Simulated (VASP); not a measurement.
# InAs3 (P6/mmm) in VASP: further runs, part 2 of 2

VASP 6.6.1. The steps go on from the part before.

### Step 4. Relaxation of cell and atoms, PBE

Input file INCAR:

```
PREC = Accurate
ENCUT = 500
EDIFF = 1E-7
ISMEAR = 0
SIGMA = 0.1
LREAL = False
LASPH = True
NELM = 120
ALGO = Normal
ISIF = 3
LWAVE = False
LCHARG = False
GGA = PE
IBRION = 2
NSW = 90
EDIFFG = -0.04
GGA_COMPAT = False
NELMIN = 4
```

Input file KPOINTS:

```
Automatic mesh
0
Gamma
  6 6 4
```

Input file POSCAR:

```
InAs3
1.0
    4.6290275664      0.0000000000      0.0000000000
   -2.3145137832      4.0088554674      0.0000000000
    0.0000000000      0.0000000000      4.8854582372
In As
1 3
Direct
    0.0000000000      0.0000000000      0.0000000000
    0.0000000000      0.0000000000      0.5000000000
    0.3333333333      0.6666666667      0.0000000000
    0.6666666667      0.3333333333      0.0000000000
```

Potentials or basis: VASP PAW PBE potentials, release 64 (In_d, As).

Launch:

```
> cat potpaw_PBE.64/In_d/POTCAR potpaw_PBE.64/As/POTCAR > POTCAR
> mpirun -np 1 vasp_std > vasp.out
```

OUTCAR:

```text
PREC = Accurate
   ENCUT = 500
   EDIFF = 1E-7
   ISMEAR = 0
   LREAL = False
   LASPH = True
   NELM = 120
   ISIF = 3
   GGA = PE
   IBRION = 2
   NSW = 90
   EDIFFG = -0.04
   NELMIN = 4

 ion  position               nearest neighbor table
   1  0.000  0.000  0.000-   2 2.44   2 2.44   4 2.67   3 2.67   4 2.67   3 2.67   4 2.67   3 2.67

   2  0.000  0.000  0.500-   1 2.44   1 2.44
   3  0.333  0.667  0.000-   1 2.67   4 2.67   4 2.67   1 2.67   1 2.67   4 2.67
   4  0.667  0.333  0.000-   1 2.67   3 2.67   3 2.67   1 2.67   1 2.67   3 2.67

  LATTYP: Found a hexagonal cell.
 ALAT       =     4.6290275664
 C/A-ratio  =     1.0553962289

  Lattice vectors:

 A1 = (   4.6290275664,   0.0000000000,   0.0000000000)
 A2 = (  -2.3145137832,   4.0088554674,   0.0000000000)
 A3 = (   0.0000000000,   0.0000000000,   4.8854582372)

Analysis of symmetry for initial positions (statically):
=====================================================================
 Subroutine PRICEL returns:
 Original cell was already a primitive cell.

 Routine SETGRP: Setting up the symmetry group for a
 hexagonal supercell.

 Subroutine GETGRP returns: Found 24 space group operations
 (whereof 24 operations were pure point group operations)
 out of a pool of 24 trial point group operations.

The static configuration has the point symmetry D_6h.

Analysis of symmetry for dynamics (positions and initial velocities):
=====================================================================
 Subroutine PRICEL returns:
 Original cell was already a primitive cell.

 Routine SETGRP: Setting up the symmetry group for a
 hexagonal supercell.

 Subroutine GETGRP returns: Found 24 space group operations
 (whereof 24 operations were pure point group operations)
 out of a pool of 24 trial point group operations.

The dynamic configuration has the point symmetry D_6h.

 Subroutine INISYM returns: Found 24 space group operations
 (whereof 24 operations are pure point group operations),
 and found     1 'primitive' translations

----------------------------------------------------------------------------------------

                                     Primitive cell

  volume of cell :      90.6599

  direct lattice vectors                    reciprocal lattice vectors
     4.629027566  0.000000000  0.000000000     0.216028094  0.124723878  0.000000000
    -2.314513783  4.008855467  0.000000000     0.000000000  0.249447756  0.000000000
     0.000000000  0.000000000  4.885458237     0.000000000  0.000000000  0.204689090

  length of vectors
     4.629027566  4.629027566  4.885458237     0.249447756  0.249447756  0.204689090

  position of ions in fractional coordinates (direct lattice)
     0.000000000  0.000000000  0.000000000
     0.000000000  0.000000000  0.500000000
     0.333333333  0.666666667  0.000000000
     0.666666667  0.333333333  0.000000000

  ion indices of the primitive-cell ions
   primitive index   ion index
                 1           1
                 2           2
                 3           3
                 4           4

----------------------------------------------------------------------------------------

 KPOINTS: Automatic mesh

Automatic generation of k-mesh.
 Grid dimensions read from file:
 generate k-points for:    6    6    4

 Generating k-lattice:

  Cartesian coordinates                     Fractional coordinates (reciprocal lattice)
     0.036004682  0.020787313  0.000000000     0.166666667  0.000000000  0.000000000
     0.000000000  0.041574626  0.000000000     0.000000000  0.166666667  0.000000000
     0.000000000  0.000000000  0.051172272     0.000000000  0.000000000  0.250000000

  Length of vectors
     0.041574626  0.041574626  0.051172272

  Shift w.r.t. Gamma in fractional coordinates (k-lattice)
     0.000000000  0.000000000  0.000000000

 Subroutine IBZKPT returns following result:
 ===========================================

 Found     21 irreducible k-points:

 Following reciprocal coordinates:
            Coordinates               Weight
  0.000000  0.000000  0.000000      1.000000
  0.166667  0.000000  0.000000      6.000000
  0.333333  0.000000  0.000000      6.000000
  0.500000  0.000000  0.000000      3.000000
  0.166667  0.166667  0.000000      6.000000
  0.333333  0.166667  0.000000     12.000000
[... 13 lines left out ...]
  0.333333  0.166667  0.500000     12.000000
  0.333333  0.333333  0.500000      2.000000
   k-points           NKPTS =     21   k-points in BZ     NKDIM =     21   number of bands    NBANDS=     18
   number of dos      NEDOS =    301   number of ions     NIONS =      4
   total plane-waves  NPLWV =  46656
   dimension x,y,z NGX =    36 NGY =   36 NGZ =   36
   dimension x,y,z NGXF=    72 NGYF=   72 NGZF=   72
   ions per type =               1   3
   NGX,Y,Z   is equivalent  to a cutoff of  12.93, 12.93, 12.25 a.u.
   NGXF,Y,Z  is equivalent  to a cutoff of  25.86, 25.86, 24.50 a.u.
 SYSTEM =  unknown system
   PREC   = accura    normal or accurate (medium, high low for compatibility)
   ISTART =      0    job   : 0-new  1-cont  2-samecut
   ICHARG =      2    charge: 1-file 2-atom 10-const
   ISPIN  =      1    spin polarized calculation?
   LNONCOLLINEAR =      F non collinear calculations
   LSORBIT =      F    spin-orbit coupling
   LASPH  =      T    aspherical Exc in radial PAW
   ENCUT  =  500.0 eV  36.75 Ry    6.06 a.u.   8.44  8.44  8.91*2*pi/ulx,y,z
   NELM   =    120;   NELMIN=  4; NELMDL= -5     # of ELM steps
   EDIFF  = 0.1E-06   stopping-criterion for ELM
   LREAL  =      F    real-space projection
   EDIFFG = -.4E-01   stopping-criterion for IOM
   NSW    =     90    number of steps for IOM
   IBRION =      2    ionic relax: 0-MD 1-quasi-New 2-CG
   NFREE  =      1    steps in history (QN), initial steepest desc. (CG)
   ISIF   =      3    stress and relaxation
   ISYM   =      2    0-nonsym 1-usesym 2-fastsym
   POTIM  = 0.5000    time-step for ionic-motion
   TEBEG  =    0.0;   TEEND  =   0.0 temperature during run
   PSTRESS=    0.0 pullay stress
   NELECT =      28.0000    total number of electrons
   NUPDOWN=      -1.0000    fix difference up-down
   EMIN   =  10.00;   EMAX   =-10.00  energy-range for DOS
   EFERMI =   0.00;   METHOD = LEGACY
   ISMEAR =     0;   SIGMA  =   0.10  broadening in eV -4-tet -1-fermi 0-gaus
   EFERMI_NEDOS =   21; number of points for ismear=-14 and -15
   IALGO  =     38    algorithm
   IMIX   =      4    mixing-type and parameters
     AMIX     =   0.40;   BMIX     =  1.00
     AMIX_MAG =   1.60;   BMIX_MAG =  1.00
  volume/ion in A,a.u.               =      22.66       152.95
  Fermi-wavevector in a.u.,A,eV,Ry     =   1.106596  2.091163 16.661072  1.224554
  Thomas-Fermi vector in A             =   2.243099
   LORBIT       =      0    0 simple, 1 ext, 2 COOP (PROOUT), +10 PAW based schemes
   GGA     = PE    functional components
   LHFCALC =     F    Hartree Fock is set to
   AEXX    =    0.0000 exact exchange contribution
   IVDW    =     0    specifies the selected vdW correction
   LEPSILON=     F    determine dielectric tensor
   LRPA    =     F    only Hartree local field effects (RPA)
 conjugate gradient relaxation of ions
 non-spin polarized calculation
 Gauss-broadening in eV      SIGMA  =   0.10
  energy-cutoff  :      500.00
  volume of cell :       90.66
 maximum number of plane-waves:      2334
 NGX is ok and might be reduce to    36
   NGX = 17   NGY = 17   NGZ = 17

--------------------------------------- Ionic step        1  -------------------------------------------

 number of electron      28.0000005 magnetization

 Free energy of the ion-electron system (eV)
  ---------------------------------------------------
  ext. energy  EPLUGINS =         0.00000000
  ---------------------------------------------------
  free energy    TOTEN  =       -12.07242946 eV

  energy without entropy =      -12.06550022  energy(sigma->0) =      -12.06896484

 E-fermi :   5.4421     XC(G=0):  -9.8662

 val. band max:        5.4254992857   @ k =   0.3333   0.3333   0.0000
 cond. band min:       5.5176464661   @ k =   0.5000   0.0000   0.0000
 fundamental gap:      0.0921471804
 Fermi energy:         5.4420992968

 k-point     1 :       0.0000    0.0000    0.0000
  band No.  band energies     occupation
      1     -10.2316      2.00000
      2      -9.7802      2.00000
      3      -9.7802      2.00000
      4      -9.5381      2.00000
      5      -9.5381      2.00000
      6      -8.9234      2.00000
[... 10 lines left out ...]
     17       6.6783      0.00000
     18       7.2268      0.00000
[... 567 lines left out ...]
  energy  without entropy=      -13.2625638693  energy(sigma->0) =      -13.27438424

--------------------------------------- Ionic step        5  -------------------------------------------

 number of electron      27.9999988 magnetization

 Free energy of the ion-electron system (eV)
  ---------------------------------------------------
  ext. energy  EPLUGINS =         0.00000000
  ---------------------------------------------------
  free energy    TOTEN  =       -13.29242195 eV

  energy without entropy =      -13.26867283  energy(sigma->0) =      -13.28054739

 E-fermi :   3.0701     XC(G=0):  -8.8065

 val. band max:        3.0563342055   @ k =   0.1667   0.0000   0.5000
 cond. band min:       3.0818739089   @ k =   0.1667   0.0000   0.5000
 fundamental gap:      0.0255397034
 Fermi energy:         3.0701243052

 k-point     1 :       0.0000    0.0000    0.0000
  band No.  band energies     occupation
      1     -11.6511      2.00000
      2     -11.4254      2.00000
      3     -11.4254      2.00000
      4     -11.3176      2.00000
      5     -11.3176      2.00000
      6      -9.5109      2.00000
[... 10 lines left out ...]
     17       4.1017      0.00000
     18       4.4165      0.00000
[... 449 lines left out ...]
  FREE ENERGIE OF THE ION-ELECTRON SYSTEM (eV)
  ---------------------------------------------------
  free  energy   TOTEN  =       -13.2924219494 eV

  energy  without entropy=      -13.2686728304  energy(sigma->0) =      -13.28054739

 reached required accuracy - stopping structural energy minimisation
```

Run time: 92 s. Hardware: 1 thread of AMD EPYC 9R45 (Zen 5), shared host; peak memory 0.19 GiB.

What came out:

```yaml
Free_energy: -13.2924 eV
Relaxed_volume: 29.02 Å³/atom
Relaxed_cell: a = 5.045 Å, b = 5.045 Å, c = 5.266 Å, α = 90.00°, β = 90.00°, γ = 120.00°
Space_group_after_relaxing_to_0.1_Å: P6/mmm (No. 191)
Energy_gained_by_relaxing: 305.0 meV/atom
Ionic_steps: 5
Pressure_after_relaxing: 0.0 GPa
Band_gap_on_the_k_mesh: zero (bands 14 and 15 overlap by 0.91 eV)
```

Step by step:
| step | energy change (eV) | largest force (eV/Å) | pressure (GPa) | volume (Å³) |
| --- | --- | --- | --- | --- |
| 1 | 0.0000 | 0.0000 | 19.43 | 90.66 |
| 2 | -0.9653 | 0.0000 | -4.22 | 131.66 |
| 3 | -1.2136 | 0.0000 | 0.28 | 115.13 |
| 4 | -1.2138 | 0.0000 | 0.08 | 115.66 |
| 5 | -1.2200 | 0.0000 | -0.01 | 116.09 |

Final structure:
```
In As
1.0
     5.04543    0.00000    0.00000
    -2.52271    4.36947    0.00000
     0.00000    0.00000    5.26591
In As
1 3
Direct
  0.00000 0.00000 0.00000
  0.00000 0.00000 0.50000
  0.33333 0.66667 0.00000
  0.66667 0.33333 0.00000
```

Caveat: the volume moved by over 15 % at a fixed basis, so the end points are rough; spin-orbit coupling is left out, which moves the levels of the heavy elements.

### Step 5. Summary

| task | cell | gap on the mesh (eV) | pressure (GPa) |
| --- | --- | --- | --- |
| single point | a = 4.629, b = 4.629, c = 4.885 Å, angles 90.0, 90.0, 120.0°, 4 atoms | none | 19.4 |
| single point | a = 5.037, b = 5.037, c = 5.279 Å, angles 90.0, 90.0, 120.0°, 4 atoms | none | 0.0 |
| relaxation of cell and atoms | relaxed from a = 4.629, b = 4.629, c = 4.885 Å, angles 90.0, 90.0, 120.0°, 4 atoms | none | 0.0 |

Alike in all rows: level PBE; potentials or basis VASP PAW PBE potentials, release 64 (In_d, As); no spin polarisation; k mesh 6 × 6 × 4; cutoff (eV) 500; smearing gaussian 0.1 eV.

Caveats: spin-orbit coupling is left out, which moves the levels of the heavy elements; the stress differs along the axes, from 15 to 21 GPa (at least some runs); the volume moved by over 15 % at a fixed basis, so the end points are rough (at least some runs).

Absolute energies hang on the potentials; compare differences alone.

The gap in the log of VASP goes by the Fermi energy; the results here count the filled bands.